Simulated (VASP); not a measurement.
# Mg5CoO6 (C2/m) in VASP: single point with PBEsol

Aim: the single point of Mg5CoO6 with PBEsol.

All numbers are computed with VASP 6.6.1; they aren't measurements. Logs are shortened: lines on timing, memory, paths and dates and some standing lists are left out, and cuts for length are marked.

**1. The cell of the first run**

The structure is monoclinic, space group C2/m (No. 12). Conventional cell: a = 10.321 Å, b = 5.959 Å, c = 8.938 Å, α = 90.00°, β = 125.26°, γ = 90.00°. Within 2.8 Å of Co (site symmetry m) lie 6 O at 2.11 to 2.12 Å. Mg (site symmetry 1) has 6 O at 2.10 to 2.11 Å within 2.8 Å. Mg (site symmetry m) has 6 O at 2.10 to 2.11 Å within 2.8 Å. Mg (site symmetry m) has 6 O at 2.09 to 2.10 Å within 2.8 Å. Within 2.8 Å of Mg (site symmetry 2) lie 6 O at 2.10 to 2.11 Å. Within 2.8 Å of O (site symmetry 2/m) lie 6 Mg at 2.11 Å. O (site symmetry -1) has 4 Mg at 2.10 Å and 2 Co at 2.12 Å within 2.8 Å. Within 2.8 Å of O (site symmetry 2/m) lie 4 Mg at 2.11 Å and 2 Co at 2.12 Å.

**2. Single point, PBEsol**

File INCAR:

```
PREC = Accurate
ENCUT = 600
EDIFF = 1E-6
ISMEAR = 0
SIGMA = 0.05
LREAL = False
LASPH = True
NELM = 120
ALGO = Normal
ISIF = 2
LWAVE = False
LCHARG = False
GGA = PS
NBANDS = 73
GGA_COMPAT = False
```

File KPOINTS:

```
Automatic mesh
0
Gamma
  4 4 4
```

File POSCAR:

```
Mg5CoO6
1.0
    0.0000000000      6.3204000000      6.3204000000
    4.2136000000      0.0000000000      4.2136000000
    4.2136000000      4.2136000000      0.0000000000
Co Mg O
2 10 12
Direct
    0.9966749840      0.0016690529      0.0016690529
    0.3366583493      0.4983309471      0.4983309471
    0.0005205903      0.9993809268      0.4993829899
    0.0005205903      0.4993829899      0.9993809268
    0.0009685647      0.4998492460      0.4998492460
    0.3323647686      0.0001507540      0.0001507540
    0.3328127431      0.0006170101      0.5006190732
    0.3328127431      0.5006190732      0.0006170101
    0.6700486713      0.9987125155      0.9987125155
    0.6666666667      0.9996536563      0.5003463437
    0.6666666667      0.5003463437      0.9996536563
    0.6632846620      0.5012874845      0.5012874845
    0.1666666667      0.2500000000      0.2500000000
    0.1666666667      0.2500000000      0.7500000000
    0.1666666667      0.7500000000      0.2500000000
    0.1666666667      0.7500000000      0.7500000000
    0.5021999536      0.2478105558      0.2478105558
    0.5022988627      0.2465044415      0.7535853990
    0.5022988627      0.7535853990      0.2465044415
    0.4990494167      0.7505774882      0.7505774882
    0.8311333798      0.2521894442      0.2521894442
    0.8310344707      0.2534955585      0.7464146010
    0.8310344707      0.7464146010      0.2534955585
    0.8342839166      0.7494225118      0.7494225118
```

Potentials or basis: VASP PAW PBE potentials, release 64 (Co, Mg, O).

On the command line:

```sh
> cat potpaw_PBE.64/Co/POTCAR potpaw_PBE.64/Mg/POTCAR potpaw_PBE.64/O/POTCAR > POTCAR
> mpirun -np 1 vasp_std > vasp.out
```

OUTCAR:

```text
PREC = Accurate
   ENCUT = 600
   EDIFF = 1E-6
   ISMEAR = 0
   LREAL = False
   LASPH = True
   NELM = 120
   ISIF = 2
   GGA = PS

 ion  position               nearest neighbor table
   1  0.997  0.002  0.002-  21 2.11  15 2.12  14 2.12  16 2.12  22 2.12  23 2.12   9 2.94  10 2.96
                            11 2.96   4 2.98   3 2.98   5 2.98   5 2.98   3 2.98   4 2.98   6 2.99
   2  0.337  0.498  0.498-  17 2.11  15 2.12  14 2.12  16 2.12  18 2.12  19 2.12  12 2.94  11 2.96
                            10 2.96   8 2.98   7 2.98   6 2.98   6 2.98   8 2.98   7 2.98   5 2.99
   3  0.001  0.999  0.499-  15 2.10  24 2.10  16 2.11  13 2.11  22 2.11  21 2.11   9 2.96   6 2.97
                             5 2.97   1 2.98   7 2.98   4 2.98   4 2.98  10 2.98   1 2.98   5 2.99
   4  0.001  0.499  0.999-  14 2.10  24 2.10  16 2.11  13 2.11  23 2.11  21 2.11   9 2.96   6 2.97
                             5 2.97   1 2.98   8 2.98   3 2.98   3 2.98  11 2.98   1 2.98   5 2.99
   5  0.001  0.500  0.500-  14 2.10  15 2.10  24 2.10  13 2.11  23 2.11  22 2.11   7 2.97   8 2.97
                             4 2.97   3 2.97   1 2.98   1 2.98  10 2.98  11 2.98   4 2.99   3 2.99
   6  0.332  0.000  0.000-  14 2.10  15 2.10  20 2.10  13 2.11  19 2.11  18 2.11   3 2.97   4 2.97
                             7 2.97   8 2.97   2 2.98   2 2.98  10 2.98  11 2.98   8 2.99   7 2.99
   7  0.333  0.001  0.501-  14 2.10  20 2.10  16 2.11  13 2.11  19 2.11  17 2.11  12 2.96   5 2.97
                             6 2.97   2 2.98   3 2.98   8 2.98   8 2.98  10 2.98   2 2.98   6 2.99
   8  0.333  0.501  0.001-  15 2.10  20 2.10  16 2.11  13 2.11  18 2.11  17 2.11  12 2.96   5 2.97
                             6 2.97   2 2.98   4 2.98   7 2.98   7 2.98  11 2.98   2 2.98   6 2.99
   9  0.670  0.999  0.999-  22 2.09  23 2.09  18 2.09  19 2.09  17 2.10  24 2.10   1 2.94   3 2.96
[... 5 lines left out ...]
  12  0.663  0.501  0.501-  18 2.09  19 2.09  22 2.09  23 2.09  21 2.10  20 2.10   2 2.94   7 2.96
                             8 2.96  11 2.98  10 2.98   9 2.98   9 2.98  10 2.98  11 2.98   4 3.00
  13  0.167  0.250  0.250-   5 2.11   6 2.11   7 2.11   8 2.11   3 2.11   4 2.11
  14  0.167  0.250  0.750-   6 2.10   5 2.10   4 2.10   7 2.10   2 2.12   1 2.12
  15  0.167  0.750  0.250-   6 2.10   5 2.10   3 2.10   8 2.10   2 2.12   1 2.12
  16  0.167  0.750  0.750-   7 2.11   8 2.11   3 2.11   4 2.11   2 2.12   1 2.12
  17  0.502  0.248  0.248-   9 2.10  10 2.10  11 2.10   2 2.11   8 2.11   7 2.11
  18  0.502  0.247  0.754-  12 2.09   9 2.09  10 2.11   8 2.11   6 2.11   2 2.12
  19  0.502  0.754  0.247-  12 2.09   9 2.09  11 2.11   7 2.11   6 2.11   2 2.12
  20  0.499  0.751  0.751-  12 2.10   6 2.10   8 2.10   7 2.10  11 2.11  10 2.11
  21  0.831  0.252  0.252-  12 2.10  11 2.10  10 2.10   1 2.11   4 2.11   3 2.11
  22  0.831  0.253  0.746-   9 2.09  12 2.09  11 2.11   3 2.11   5 2.11   1 2.12
  23  0.831  0.746  0.253-   9 2.09  12 2.09  10 2.11   4 2.11   5 2.11   1 2.12
  24  0.834  0.749  0.749-   9 2.10   5 2.10   4 2.10   3 2.10  10 2.11  11 2.11

  LATTYP: Found a face centered orthorhombic cell.
 ALAT       =     5.9589302664
 B/A-ratio  =     1.7320508076
 C/A-ratio  =     2.4494897428

  Lattice vectors:

 A1 = (   0.0000000000,   6.3204000000,   6.3204000000)
 A2 = (  -4.2136000000,   2.1068000000,   6.3204000000)
 A3 = (   4.2136000000,  -0.0000000000,   4.2136000000)

Analysis of symmetry for initial positions (statically):
=====================================================================
 Subroutine PRICEL returns:
 Original cell was already a primitive cell.

 Routine SETGRP: Setting up the symmetry group for a
 face centered orthorhombic supercell.

 Subroutine GETGRP returns: Found  4 space group operations
 (whereof  2 operations were pure point group operations)
 out of a pool of  8 trial point group operations.

The static configuration has the point symmetry C_1h.
 The point group associated with its full space group is C_2h.

Analysis of symmetry for dynamics (positions and initial velocities):
=====================================================================
 Subroutine PRICEL returns:
 Original cell was already a primitive cell.

 Routine SETGRP: Setting up the symmetry group for a
 face centered orthorhombic supercell.

 Subroutine GETGRP returns: Found  4 space group operations
 (whereof  2 operations were pure point group operations)
 out of a pool of  8 trial point group operations.

The dynamic configuration has the point symmetry C_1h.
 The point group associated with its full space group is C_2h.

 Subroutine INISYM returns: Found  4 space group operations
 (whereof  2 operations are pure point group operations),
 and found     1 'primitive' translations

----------------------------------------------------------------------------------------

                                     Primitive cell

[... 76 lines left out ...]
     0.029665844  0.029665844 -0.029665844     0.000000000  0.000000000  0.250000000

  Length of vectors
     0.034255166  0.051382749  0.051382749

  Shift w.r.t. Gamma in fractional coordinates (k-lattice)
     0.000000000  0.000000000  0.000000000

 Subroutine IBZKPT returns following result:
 ===========================================

 Found     24 irreducible k-points:

 Following reciprocal coordinates:
            Coordinates               Weight
  0.000000  0.000000  0.000000      1.000000
  0.250000  0.000000  0.000000      2.000000
  0.500000  0.000000  0.000000      1.000000
  0.000000  0.250000  0.000000      4.000000
  0.250000  0.000000  0.250000      4.000000
  0.500000  0.250000  0.000000      4.000000
[... 16 lines left out ...]
  0.250000  0.500000  0.500000      2.000000
  0.500000  0.500000  0.500000      1.000000
   k-points           NKPTS =     24   k-points in BZ     NKDIM =     24   number of bands    NBANDS=     73
   number of dos      NEDOS =    301   number of ions     NIONS =     24
   total plane-waves  NPLWV = 165888
   dimension x,y,z NGX =    72 NGY =   48 NGZ =   48
   dimension x,y,z NGXF=   144 NGYF=   96 NGZF=   96
   ions per type =               2  10  12
   NGX,Y,Z   is equivalent  to a cutoff of  13.39, 13.39, 13.39 a.u.
   NGXF,Y,Z  is equivalent  to a cutoff of  26.78, 26.78, 26.78 a.u.
 SYSTEM =  unknown system
   PREC   = accura    normal or accurate (medium, high low for compatibility)
   ISTART =      0    job   : 0-new  1-cont  2-samecut
   ICHARG =      2    charge: 1-file 2-atom 10-const
   ISPIN  =      1    spin polarized calculation?
   LNONCOLLINEAR =      F non collinear calculations
   LSORBIT =      F    spin-orbit coupling
   LASPH  =      T    aspherical Exc in radial PAW
   ENCUT  =  600.0 eV  44.10 Ry    6.64 a.u.  17.85 11.90 11.90*2*pi/ulx,y,z
   NELM   =    120;   NELMIN=  2; NELMDL= -5     # of ELM steps
   EDIFF  = 0.1E-05   stopping-criterion for ELM
   LREAL  =      F    real-space projection
   EDIFFG = 0.1E-04   stopping-criterion for IOM
   NSW    =      0    number of steps for IOM
   IBRION =     -1    ionic relax: 0-MD 1-quasi-New 2-CG
   NFREE  =      0    steps in history (QN), initial steepest desc. (CG)
   ISIF   =      2    stress and relaxation
   ISYM   =      2    0-nonsym 1-usesym 2-fastsym
   POTIM  = 0.5000    time-step for ionic-motion
   TEBEG  =    0.0;   TEEND  =   0.0 temperature during run
   PSTRESS=    0.0 pullay stress
   NELECT =     110.0000    total number of electrons
   NUPDOWN=      -1.0000    fix difference up-down
   EMIN   =  10.00;   EMAX   =-10.00  energy-range for DOS
   EFERMI =   0.00;   METHOD = LEGACY
   ISMEAR =     0;   SIGMA  =   0.05  broadening in eV -4-tet -1-fermi 0-gaus
   EFERMI_NEDOS =   21; number of points for ismear=-14 and -15
   IALGO  =     38    algorithm
   IMIX   =      4    mixing-type and parameters
     AMIX     =   0.40;   BMIX     =  1.00
     AMIX_MAG =   1.60;   BMIX_MAG =  1.00
  volume/ion in A,a.u.               =       9.35        63.11
  Fermi-wavevector in a.u.,A,eV,Ry     =   1.290760  2.439182 22.668124  1.666060
  Thomas-Fermi vector in A             =   2.422571
   LORBIT       =      0    0 simple, 1 ext, 2 COOP (PROOUT), +10 PAW based schemes
   GGA     = PS    functional components
   LHFCALC =     F    Hartree Fock is set to
   AEXX    =    0.0000 exact exchange contribution
   IVDW    =     0    specifies the selected vdW correction
   LEPSILON=     F    determine dielectric tensor
   LRPA    =     F    only Hartree local field effects (RPA)
 non-spin polarized calculation
 Gauss-broadening in eV      SIGMA  =   0.05
  energy-cutoff  :      600.00
  volume of cell :      224.43
 maximum number of plane-waves:      7526
   NGX = 35   NGY = 23   NGZ = 23

 number of electron     110.0000021 magnetization

 Free energy of the ion-electron system (eV)
  ---------------------------------------------------
  ext. energy  EPLUGINS =         0.00000000
  ---------------------------------------------------
  free energy    TOTEN  =      -152.32115585 eV

  energy without entropy =     -152.29617202  energy(sigma->0) =     -152.30866393

 E-fermi :   5.9826     XC(G=0): -11.5650

 val. band max:        5.9825237828   @ k =   0.2500   0.2500   0.2500
 cond. band min:       5.9842968279   @ k =   0.2500   0.0000   0.0000
 fundamental gap:      0.0017730451
 Fermi energy:         5.9825860201

 k-point     1 :       0.0000    0.0000    0.0000
  band No.  band energies     occupation
      1     -13.8808      2.00000
      2     -12.9874      2.00000
      3     -12.9202      2.00000
      4     -12.6286      2.00000
      5     -12.5994      2.00000
      6     -12.5205      2.00000
[... 1669 lines left out ...]
     66      12.9308      0.00000
     67      12.9681      0.00000
 [bands above 67 left out]

------------------------ aborting loop because EDIFF is reached ----------------------------------------

  FORCE on cell =-STRESS in cart. coord.  units (eV):
  Direction    XX          YY          ZZ          XY          YZ          ZX
  --------------------------------------------------------------------------------------
  -------------------------------------------------------------------------------------
  Total       -6.9535437     -6.7942200     -6.7942200     -0.0094206     -0.0702106     -0.0094214
  in kB      -49.6404374    -48.5030466    -48.5030466     -0.0672522     -0.5012243     -0.0672580
  external PRESSURE =     -48.8821769 kB  Pullay stress =       0.0000000 kB

 VOLUME and BASIS-vectors are now :
 -----------------------------------------------------------------------------
  energy-cutoff  :      600.00
  volume of cell :      224.43
      direct lattice vectors                 reciprocal lattice vectors
     0.000000000  6.320400000  6.320400000    -0.079108917  0.079108917  0.079108917
     4.213600000  0.000000000  4.213600000     0.118663376 -0.118663376  0.118663376
     4.213600000  4.213600000  0.000000000     0.118663376  0.118663376 -0.118663376

 POSITION                                       TOTAL-FORCE (eV/Angst)
 -----------------------------------------------------------------------------------
      0.01407      6.30642      6.30642        -0.056244      0.041116      0.041116
      4.19953      4.22758      4.22758         0.056244     -0.041116     -0.041116
      6.31519      2.10749      4.21428        -0.074374      0.089771      0.031356
      6.31519      4.21428      2.10749        -0.074374      0.031356      0.089771
      4.21233      2.11229      2.11229        -0.016637      0.044587      0.044587
      0.00127      2.10131      2.10131         0.016637     -0.044587     -0.044587
[... 16 lines left out ...]
      4.21322      6.32060      8.39756        -0.009108      0.003415      0.472689
      6.31553      8.43077      8.43077         0.018117     -0.012470     -0.012470
 -----------------------------------------------------------------------------------
    total drift:                                0.000000     -0.000004     -0.000004

  FREE ENERGIE OF THE ION-ELECTRON SYSTEM (eV)
  ---------------------------------------------------
  free  energy   TOTEN  =      -152.3211558476 eV

  energy  without entropy=     -152.2961720214  energy(sigma->0) =     -152.30866393
```

Wall time 32 min (1 thread of Oxide Virtual Turin-like, shared host); peak memory 0.63 GiB.

Results:

| Property | Result |
| --- | --- |
| Free energy | -152.3212 eV |
| Pressure | -4.9 GPa |
| Largest force | 0.473 eV/Å |
| Band gap on the k mesh | zero (bands 55 and 56 overlap by 0.06 eV) |

Forces in eV/Å, atoms in the order of the input:
```
Co  -0.056  0.041  0.041
Co   0.056 -0.041 -0.041
Mg  -0.074  0.090  0.031
Mg  -0.074  0.031  0.090
Mg  -0.017  0.045  0.045
Mg   0.017 -0.045 -0.045
Mg   0.074 -0.031 -0.090
Mg   0.074 -0.090 -0.031
Mg  -0.040  0.111  0.111
Mg   0.000 -0.089  0.089
Mg   0.000  0.089 -0.089
Mg   0.040 -0.111 -0.111
O    0.000  0.000  0.000
O    0.000  0.000  0.000
O    0.000  0.000  0.000
O    0.000  0.000  0.000
O    0.412 -0.032 -0.032
O    0.009 -0.473 -0.003
O    0.009 -0.003 -0.473
O   -0.018  0.012  0.012
O   -0.412  0.032  0.032
O   -0.009  0.473  0.003
O   -0.009  0.003  0.473
O    0.018 -0.012 -0.012
```

Caveat: the cell stands under tension; the PAW data sets were made with another functional, which shifts forces and pressure a little; the run has no spin polarisation, though such a crystal can be magnetic; semilocal functionals often make such compounds metallic where correlation or magnetic order opens a gap, which also shifts bond lengths. With open d or f shells a metallic result of PBEsol can be an artefact of self-interaction; +U or a hybrid may open a gap.
